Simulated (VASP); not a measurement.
Wanted: the native input for a VASP 6.6.1 run.

```yaml
Task: single point
Functional: PBEsol
Potentials_or_basis: VASP PAW PBE potentials, release 64 (Se, Zn)
Cutoff: 520 eV
k_mesh: 8 × 8 × 8
Occupations: fermi-dirac, width 0.05 eV
Spin: no spin polarisation
Dipole_correction: no
Further_INCAR_settings: ALGO = Normal; EDIFF = 1e-06; NBANDS = 16
```

The structure of ZnSe (Stilleite) lies in POSCAR:

```
ZnSe
1.0
    0.0000000000      2.8338000000      2.8338000000
    2.8338000000      0.0000000000      2.8338000000
    2.8338000000      2.8338000000      0.0000000000
Se Zn
1 1
Direct
    0.7500000000      0.7500000000      0.7500000000
    0.0000000000      0.0000000000      0.0000000000
```

The input as run:

INCAR

```
SYSTEM = ZnSe
  ALGO = Normal
  EDIFF = 1E-6
  ENCUT = 520
  GGA = PS
  ISIF = 2
  ISMEAR = -1
  LASPH = .True.
  LCHARG = .True.
  LELF = .True.
  LREAL = .False.
  LVHAR = .True.
  LWAVE = .False.
  NBANDS = 16
  NELM = 100
  PREC = Accurate
  SIGMA = 0.05
```

KPOINTS

```
k-points
0
Gamma
  8 8 8
  0 0 0
```

Potentials or basis: VASP PAW PBE potentials, release 64 (Se, Zn).

The run is started by

```bash
$ cat potpaw_PBE.64/Se/POTCAR potpaw_PBE.64/Zn/POTCAR > POTCAR
$ mpirun -np 1 vasp_std > vasp.out
```

It gave:

| Quantity | Value |
| --- | --- |
| Pressure | -0.9 GPa |
| Band gap on the k mesh | 1.17 eV, direct |

Caveat: the PAW data sets were made with another functional, which shifts forces and pressure a little.

It took 15 s on 1 thread of Intel(R) Xeon(R) Platinum 8488C (Sapphire Rapids) (shared host), peak memory 0.17 GiB.
